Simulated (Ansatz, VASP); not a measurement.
# Two plane-wave programs on CdTe

```
CELL_PARAMETERS angstrom
3.24510 3.24510 0.00000
-3.24510 3.24510 0.00000
0.00000 3.24510 3.32352
ATOMIC_POSITIONS crystal
Cd 0.00000 0.00000 0.00000
Te 0.75000 0.25000 0.50000
```

Change from the starting cell: film at in-plane strain -0.01.

Alike in both runs: task single point; functional r2SCAN; k mesh 6 × 6 × 6; no spin polarisation.

|  | VASP | Ansatz |
| --- | --- | --- |
| version | VASP 6.6.1 | Ansatz 0.2.0 |
| potentials or method | VASP PAW PBE potentials, release 64 (Cd, Te) | PAW with Ansatz's default frozen-core files, scalar-relativistic |
| plane-wave cutoff (eV) | 550 | 500 |
| occupations | gaussian, width 0.01 eV | fixed |
| valence electrons in the cell | 18 | 36 |

Ansatz gave:

| Property | Result |
| --- | --- |
| gap on the k mesh at the Fermi level (eV) | 1.16 |
| pressure (GPa) | 0.3 |
| traceless stress, the component that is largest in VASP (GPa) | -0.28 |

Task: Which values does VASP return?

Result: gap on the k mesh at the Fermi level (eV): 1.15; pressure (GPa): 0.4; traceless stress, the component that is largest in VASP (GPa): -0.28.

VASP's potentials were made for PBE, not for r2SCAN. VASP's potentials hold 18 valence electrons a cell and Ansatz's 36, so a difference there can come from the potentials and not from the codes.

Spin-orbit coupling is off throughout.
